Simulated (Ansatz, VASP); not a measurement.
**One calculation of HfC, two programs**

The input INCAR:

```
ALGO = Normal ; EDIFF = 1E-7
ENCUT = 520 ; GGA = PS
ISIF = 2 ; ISMEAR = 0
LASPH = T ; LCHARG = F
LREAL = F ; LWAVE = F
NBANDS = 14 ; NELM = 100
PREC = Accurate ; SIGMA = 0.15
```

File KPOINTS:

```
k-points
0
Gamma
  18 18 18
```

File POSCAR:

```
HfC
1.0
    0.0000000000      2.3947500000      2.3947500000
    2.3947500000      0.0000000000      2.3947500000
    2.3947500000      2.3947500000      0.0000000000
Hf C
1 1
Direct
    0.5000000000      0.5000000000      0.5000000000
    0.0000000000      0.0000000000      0.0000000000
```

Input for Ansatz:

```yaml
crystal:
  lattice:
    - [0.0, 2.39475, 2.39475]
    - [2.39475, 0.0, 2.39475]
    - [2.39475, 2.39475, 0.0]
  atoms:
    - { symbol: Hf, position: [0.5, 0.5, 0.5] }
    - { symbol: C, position: [0.0, 0.0, 0.0] }
basis:
  ecutwfc: 420
kpoints:
  mp_grid: { grid: [18, 18, 18] }
hamiltonian:
  xc: pbesol
scf:
  occupations: { method: gaussian, width: 0.15 }
output:
  forces: true
  stress: true
  eigenvalues: true
  write_density: true
  write_potential: true
  elf: true
  volumetric_format: npy
```

Change from the starting cell: strain +0.030 along x and y, +0.030 along z, atoms carried along.

Alike in both runs: task single point; functional PBEsol; k mesh 18 × 18 × 18; occupations gaussian, width 0.15 eV; no spin polarisation.

```csv
,VASP,Ansatz
version,VASP 6.6.1,Ansatz 0.2.0
potentials or method,"VASP PAW PBE potentials, release 64 (Hf_pv, C), cutoff 520 eV","scalar-relativistic, plane waves, PAW"
valence electrons in the cell,14,30
```

Ansatz gave:

* gap on the k mesh at the Fermi level (eV): none
* pressure (GPa): -23.0

Problem. Estimate VASP's values.

Solution. gap on the k mesh at the Fermi level (eV): none; pressure (GPa): -23.6.

VASP's potentials were made for PBE, not for PBEsol. A gap of «none» marks a metal or a gap that the smearing closes. VASP's potentials hold 14 valence electrons a cell and Ansatz's 30, so a difference there can come from the potentials and not from the codes.

Spin-orbit coupling is off throughout.
